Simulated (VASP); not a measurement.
# Al2Ru (I4/mmm) in VASP: further runs

Runs on Al2Ru. Level: PBEsol. Tasks: single point.

Program: VASP 6.6.1. These are calculated values, not measurements. Logs are shortened: lines on timing, memory, paths and dates and some standing lists are left out, and cuts for length are marked.

## Step 1: The cell of the first run

The structure is tetragonal, space group I4/mmm (No. 139). Conventional cell: a = 3.105 Å, b = 3.105 Å, c = 8.352 Å, α = 90.00°, β = 90.00°, γ = 90.00°. Al (site symmetry 4mm) has 5 Ru at 2.57 to 2.84 Å and 9 Al at 2.66 to 3.10 Å within 3.4 Å. Ru (site symmetry 4/mmm) has 10 Al at 2.57 to 2.84 Å and 4 Ru at 3.10 Å within 3.4 Å.

## Step 2: Single point, PBEsol (13.42 Å³/atom)

File INCAR:

```
PREC = Accurate
ENCUT = 520
EDIFF = 1E-6
ISMEAR = -1
SIGMA = 0.15
LREAL = False
LASPH = True
NELM = 80
ALGO = Fast
ISIF = 2
LWAVE = False
LCHARG = True
GGA = PS
LELF = True
LVHAR = True
NBANDS = 17
```

File KPOINTS:

```
Automatic mesh
0
Gamma
  18 18 18
```

File POSCAR:

```
Al2Ru
1.0
   -1.5522758510      1.5522758510      4.1760416866
    1.5522758510     -1.5522758510      4.1760416866
    1.5522758510      1.5522758510     -4.1760416866
Al Ru
2 1
Direct
    0.6593868671      0.6593868671      0.0000000000
    0.3406131329      0.3406131329      0.0000000000
    0.0000000000      0.0000000000      0.0000000000
```

Potentials or basis: VASP PAW PBE potentials, release 64 (Al, Ru_pv).

On the command line:

```sh
$ cat potpaw_PBE.64/Al/POTCAR potpaw_PBE.64/Ru_pv/POTCAR > POTCAR
$ mpirun -np 1 vasp_std > vasp.out
```

OUTCAR:

```text
PREC = Accurate
   ENCUT = 520
   EDIFF = 1E-6
   ISMEAR = -1
   LREAL = False
   LASPH = True
   NELM = 80
   ISIF = 2
   GGA = PS

 ion  position               nearest neighbor table
   1  0.659  0.659  0.000-   3 2.57   3 2.57   3 2.57   3 2.57   2 2.66   2 2.67   2 2.67   2 2.67
                             2 2.67   3 2.84
   2  0.341  0.341  0.000-   3 2.57   3 2.57   3 2.57   3 2.57   1 2.66   1 2.67   1 2.67   1 2.67
                             1 2.67   3 2.84
   3  0.000  0.000  0.000-   1 2.57   1 2.57   1 2.57   2 2.57   2 2.57   2 2.57   1 2.57   2 2.57
                             1 2.84   2 2.84

  LATTYP: Found a body centered tetragonal cell.
 ALAT       =     3.1045517020
 C/A-ratio  =     2.6902703433

  Lattice vectors:

 A1 = (  -1.5522758510,   1.5522758510,   4.1760416866)
 A2 = (   1.5522758510,  -1.5522758510,   4.1760416866)
 A3 = (   1.5522758510,   1.5522758510,  -4.1760416866)

Analysis of symmetry for initial positions (statically):
=====================================================================
 Subroutine PRICEL returns:
 Original cell was already a primitive cell.

 Routine SETGRP: Setting up the symmetry group for a
 body centered tetragonal supercell.

 Subroutine GETGRP returns: Found 16 space group operations
 (whereof 16 operations were pure point group operations)
 out of a pool of 16 trial point group operations.

The static configuration has the point symmetry D_4h.

Analysis of symmetry for dynamics (positions and initial velocities):
=====================================================================
 Subroutine PRICEL returns:
 Original cell was already a primitive cell.

 Routine SETGRP: Setting up the symmetry group for a
 body centered tetragonal supercell.

 Subroutine GETGRP returns: Found 16 space group operations
 (whereof 16 operations were pure point group operations)
 out of a pool of 16 trial point group operations.

The dynamic configuration has the point symmetry D_4h.

 Subroutine INISYM returns: Found 16 space group operations
 (whereof 16 operations are pure point group operations),
 and found     1 'primitive' translations

----------------------------------------------------------------------------------------

                                     Primitive cell

  volume of cell :      40.2497

  direct lattice vectors                    reciprocal lattice vectors
    -1.552275851  1.552275851  4.176041687     0.000000000  0.322107697  0.119730606
     1.552275851 -1.552275851  4.176041687     0.322107697  0.000000000  0.119730606
     1.552275851  1.552275851 -4.176041687     0.322107697  0.322107697  0.000000000

  length of vectors
     4.717885628  4.717885628  4.717885628     0.343640490  0.343640490  0.455529074

  position of ions in fractional coordinates (direct lattice)
     0.659386867  0.659386867  0.000000000
     0.340613133  0.340613133  0.000000000
     0.000000000  0.000000000  0.000000000

  ion indices of the primitive-cell ions
   primitive index   ion index
                 1           1
                 2           2
                 3           3

----------------------------------------------------------------------------------------

 KPOINTS: Automatic mesh

Automatic generation of k-mesh.
 Grid dimensions read from file:
 generate k-points for:   18   18   18

 Generating k-lattice:

  Cartesian coordinates                     Fractional coordinates (reciprocal lattice)
     0.000000000  0.017894872  0.006651700     0.055555556  0.000000000  0.000000000
     0.017894872  0.000000000  0.006651700     0.000000000  0.055555556  0.000000000
     0.017894872  0.017894872  0.000000000     0.000000000  0.000000000  0.055555556

  Length of vectors
     0.019091138  0.019091138  0.025307171

  Shift w.r.t. Gamma in fractional coordinates (k-lattice)
     0.000000000  0.000000000  0.000000000

 Subroutine IBZKPT returns following result:
 ===========================================

 Found    480 irreducible k-points:

 Following reciprocal coordinates:
            Coordinates               Weight
  0.000000  0.000000  0.000000      1.000000
  0.055556  0.000000 -0.000000      8.000000
  0.111111  0.000000 -0.000000      8.000000
  0.166667  0.000000 -0.000000      8.000000
  0.222222  0.000000  0.000000      8.000000
  0.277778  0.000000 -0.000000      8.000000
[... 16 lines left out ...]
 -0.277778  0.055556  0.000000     16.000000
 -0.222222  0.055556  0.000000     16.000000
 [... further k-points ...]
   k-points           NKPTS =    480   k-points in BZ     NKDIM =    480   number of bands    NBANDS=     17
   number of dos      NEDOS =    301   number of ions     NIONS =      3
   total plane-waves  NPLWV =  46656
   dimension x,y,z NGX =    36 NGY =   36 NGZ =   36
   dimension x,y,z NGXF=    72 NGYF=   72 NGZF=   72
   ions per type =               2   1
   NGX,Y,Z   is equivalent  to a cutoff of  12.69, 12.69, 12.69 a.u.
   NGXF,Y,Z  is equivalent  to a cutoff of  25.37, 25.37, 25.37 a.u.
 SYSTEM =  unknown system
   PREC   = accura    normal or accurate (medium, high low for compatibility)
   ISTART =      0    job   : 0-new  1-cont  2-samecut
   ICHARG =      2    charge: 1-file 2-atom 10-const
   ISPIN  =      1    spin polarized calculation?
   LNONCOLLINEAR =      F non collinear calculations
   LSORBIT =      F    spin-orbit coupling
   LASPH  =      T    aspherical Exc in radial PAW
   ENCUT  =  520.0 eV  38.22 Ry    6.18 a.u.   8.77  8.77  8.77*2*pi/ulx,y,z
   NELM   =     80;   NELMIN=  2; NELMDL= -5     # of ELM steps
   EDIFF  = 0.1E-05   stopping-criterion for ELM
   LREAL  =      F    real-space projection
   EDIFFG = 0.1E-04   stopping-criterion for IOM
   NSW    =      0    number of steps for IOM
   IBRION =     -1    ionic relax: 0-MD 1-quasi-New 2-CG
   NFREE  =      0    steps in history (QN), initial steepest desc. (CG)
   ISIF   =      2    stress and relaxation
   ISYM   =      2    0-nonsym 1-usesym 2-fastsym
   POTIM  = 0.5000    time-step for ionic-motion
   TEBEG  =    0.0;   TEEND  =   0.0 temperature during run
   PSTRESS=    0.0 pullay stress
   NELECT =      20.0000    total number of electrons
   NUPDOWN=      -1.0000    fix difference up-down
   EMIN   =  10.00;   EMAX   =-10.00  energy-range for DOS
   EFERMI =   0.00;   METHOD = LEGACY
   ISMEAR =    -1;   SIGMA  =   0.15  broadening in eV -4-tet -1-fermi 0-gaus
   EFERMI_NEDOS =   21; number of points for ismear=-14 and -15
   IALGO  =     68    algorithm
   IMIX   =      4    mixing-type and parameters
     AMIX     =   0.40;   BMIX     =  1.00
     AMIX_MAG =   1.60;   BMIX_MAG =  1.00
  volume/ion in A,a.u.               =      13.42        90.54
  Fermi-wavevector in a.u.,A,eV,Ry     =   1.296673  2.450358 22.876320  1.681362
  Thomas-Fermi vector in A             =   2.428115
   LORBIT       =      0    0 simple, 1 ext, 2 COOP (PROOUT), +10 PAW based schemes
   GGA     = PS    functional components
   LHFCALC =     F    Hartree Fock is set to
   AEXX    =    0.0000 exact exchange contribution
   IVDW    =     0    specifies the selected vdW correction
   LEPSILON=     F    determine dielectric tensor
   LRPA    =     F    only Hartree local field effects (RPA)
 non-spin polarized calculation
 RMM-DIIS sequential band-by-band and
  energy-cutoff  :      520.00
  volume of cell :       40.25
 maximum number of plane-waves:      1102
   NGX = 17   NGY = 17   NGZ = 17

 number of electron      20.0000001 magnetization

 Free energy of the ion-electron system (eV)
  ---------------------------------------------------
  ext. energy  EPLUGINS =         0.00000000
  ---------------------------------------------------
  free energy    TOTEN  =       -20.33472635 eV

  energy without entropy =      -20.29498611  energy(sigma->0) =      -20.31485623

 E-fermi :  10.7302     XC(G=0): -12.1217

 val. band max:       10.7233310426   @ k =   0.3333   0.1667   0.1667
 cond. band min:      10.7692947623   @ k =  -0.2222   0.1667   0.0000
 fundamental gap:      0.0459637197
 Fermi energy:        10.7301547284

 k-point     1 :       0.0000    0.0000    0.0000
  band No.  band energies     occupation
      1     -31.7540      2.00000
      2     -31.7540      2.00000
      3     -31.6870      2.00000
      4      -0.2567      2.00000
      5       5.2822      2.00000
      6       6.9026      2.00000
[... 9 lines left out ...]
     16      17.1492      0.00000
     17      18.6702      0.00000

 k-point     2 :       0.0556    0.0000   -0.0000
  band No.  band energies     occupation
      1     -31.7583      2.00000
      2     -31.7536      2.00000
      3     -31.6866      2.00000
      4      -0.1978      2.00000
      5       5.3100      2.00000
      6       6.9238      2.00000
[... 9 lines left out ...]
     16      17.4202      0.00000
     17      19.1957      0.00000

 k-point     3 :       0.1111    0.0000   -0.0000
  band No.  band energies     occupation
      1     -31.7708      2.00000
      2     -31.7525      2.00000
      3     -31.6854      2.00000
      4      -0.0223      2.00000
      5       5.3885      2.00000
      6       6.9808      2.00000
[... 9 lines left out ...]
     16      17.9304      0.00000
     17      20.2783      0.00000

 k-point     4 :       0.1667    0.0000   -0.0000
  band No.  band energies     occupation
      1     -31.7899      2.00000
      2     -31.7509      2.00000
      3     -31.6836      2.00000
      4       0.2663      2.00000
      5       5.5008      2.00000
      6       7.0402      2.00000
[... 9 lines left out ...]
     16      18.6115      0.00000
     17      21.4695      0.00000
[... 343 lines left out ...]
      1     -31.8607      2.00000
      2     -31.7488      2.00000
      3     -31.6763      2.00000
      4       1.7175      2.00000
      5       5.6154      2.00000
      6       6.6037      2.00000
[... 9 lines left out ...]
     16      20.2293      0.00000
     17      20.8077      0.00000

 k-point    23 :      -0.2778    0.0556    0.0000
  band No.  band energies     occupation
      1     -31.8375      2.00000
      2     -31.7509      2.00000
      3     -31.6785      2.00000
      4       1.1462      2.00000
      5       5.8205      2.00000
      6       6.7040      2.00000
[... 9 lines left out ...]
     16      19.6759      0.00000
     17      21.2402      0.00000

 k-point    24 :      -0.2222    0.0556    0.0000
  band No.  band energies     occupation
      1     -31.8128      2.00000
      2     -31.7531      2.00000
      3     -31.6809      2.00000
      4       0.6639      2.00000
      5       5.7795      2.00000
      6       6.9674      2.00000
[... 9 lines left out ...]
     16      19.1228      0.00000
     17      21.8536      0.00000

 [... further k-points ...]
[... 5 lines left out ...]
  --------------------------------------------------------------------------------------
  -------------------------------------------------------------------------------------
  Total        0.9558614      0.9558614      0.9660541      0.0000000      0.0000000      0.0000000
  in kB       38.0489680     38.0489680     38.4546984      0.0000000      0.0000000      0.0000000
  external PRESSURE =      38.1842115 kB  Pullay stress =       0.0000000 kB

 VOLUME and BASIS-vectors are now :
 -----------------------------------------------------------------------------
  energy-cutoff  :      520.00
  volume of cell :       40.25
      direct lattice vectors                 reciprocal lattice vectors
    -1.552275851  1.552275851  4.176041687     0.000000000  0.322107697  0.119730606
     1.552275851 -1.552275851  4.176041687     0.322107697  0.000000000  0.119730606
     1.552275851  1.552275851 -4.176041687     0.322107697  0.322107697  0.000000000

 POSITION                                       TOTAL-FORCE (eV/Angst)
 -----------------------------------------------------------------------------------
      0.00000      0.00000      5.50725        -0.000000     -0.000000      0.001061
      0.00000      0.00000      2.84483         0.000000      0.000000     -0.001061
      0.00000      0.00000      0.00000         0.000000      0.000000     -0.000000
 -----------------------------------------------------------------------------------
    total drift:                                0.000000      0.000000     -0.000000

  FREE ENERGIE OF THE ION-ELECTRON SYSTEM (eV)
  ---------------------------------------------------
  free  energy   TOTEN  =       -20.3347263468 eV

  energy  without entropy=      -20.2949861054  energy(sigma->0) =      -20.31485623
```

It took 4 min on 1 thread of Intel Xeon 6975P-C (Granite Rapids), shared host; peak memory 0.46 GiB.

What came out:

```
Free energy            : -20.3347 eV
Pressure               : 3.8 GPa
Band gap on the k mesh : zero (bands 10 and 11 overlap by 0.16 eV)
```

Caveat: the cell stands under pressure; the PAW data sets were made with another functional, which shifts forces and pressure a little.

[end of part 1 of 2]

The gap in the log of VASP goes by the Fermi energy; the results here count the filled bands.